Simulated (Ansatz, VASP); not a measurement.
# Cd3HgSe4: VASP beside Ansatz

```
CELL_PARAMETERS angstrom
4.41217 0.00000 0.00000
0.00000 4.41217 0.00000
0.00000 0.00000 12.37923
ATOMIC_POSITIONS crystal
Cd 0.00000 0.00000 0.00000
Cd 0.50000 0.50000 0.24853
Cd 0.50000 0.50000 0.75147
Hg 0.00000 0.00000 0.50000
Se 0.50000 0.00000 0.12425
Se 0.00000 0.50000 0.37237
Se 0.50000 0.00000 0.62763
Se 0.00000 0.50000 0.87575
```

Alike in both runs: functional PBE; k mesh 4 × 4 × 2; occupations gaussian, width 0.1 eV; no spin polarisation.

Ansatz relaxed the structure, and its values are those at the end. VASP's run is a single point on that final structure, the one shown.

|  | VASP | Ansatz |
| --- | --- | --- |
| version | VASP 6.6.1 | Ansatz 0.2.0 |
| potentials or method | VASP PAW PBE potentials, release 64 (Cd, Hg, Se), cutoff 520 eV | scalar-relativistic, plane waves, PAW |
| valence electrons in the cell | 72 | 144 |

|  | VASP | Ansatz | Ansatz less VASP |
| --- | --- | --- | --- |
| gap on the k mesh at the Fermi level (eV) | 0.07 | 0.07 | +0.003 |
| least direct gap on the mesh (eV) | 0.07 | 0.07 | +0.003 |
| pressure (GPa) | 0.1 | -0.1 | -0.23 |
| rms of the force components (eV/Å) | 0.004 | 0.004 | -0.0003 |

The functional is the same, so the differences come from potentials, cutoffs and numerics. VASP's potentials hold 72 valence electrons a cell and Ansatz's 144, so a difference there can come from the potentials and not from the codes.

Neither program's run includes spin-orbit coupling.
